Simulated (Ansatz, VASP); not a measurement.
## SnO: VASP beside Ansatz

```
Sn O
1.0
     3.79259    0.00000    0.00000
     0.00000    3.79259    0.00000
     0.00000    0.00000    4.85355
Sn O
2 2
Direct
  0.00000 0.50000 0.23687
  0.50000 0.00000 0.76313
  0.50000 0.50000 0.00000
  0.00000 0.00000 0.00000
```

Change from the starting cell: uniaxial_z strain +2.0%.

Alike in both runs: task single point; functional PBE; k mesh 6 × 6 × 6; occupations fermi-dirac, width 0.02 eV; no spin polarisation.

```csv
,VASP,Ansatz
version,VASP 6.6.1,Ansatz 0.2.0
potentials or method,"VASP PAW PBE potentials, release 64 (Sn_d, O_h)","plane waves, PAW"
plane-wave cutoff (eV),910,420
valence electrons in the cell,40,40
```

Ansatz gave:

* rms of the force components (eV/Å): 0.203

Which values does VASP return?

rms of the force components (eV/Å): 0.235.

Atom by atom the forces differ by 0.032 eV/Å (rms over components). With one functional, cell and mesh, what is left measures potentials, basis and numerics.

Noted on VASP's run: the cutoff is short for stress, so the pressure is rough.
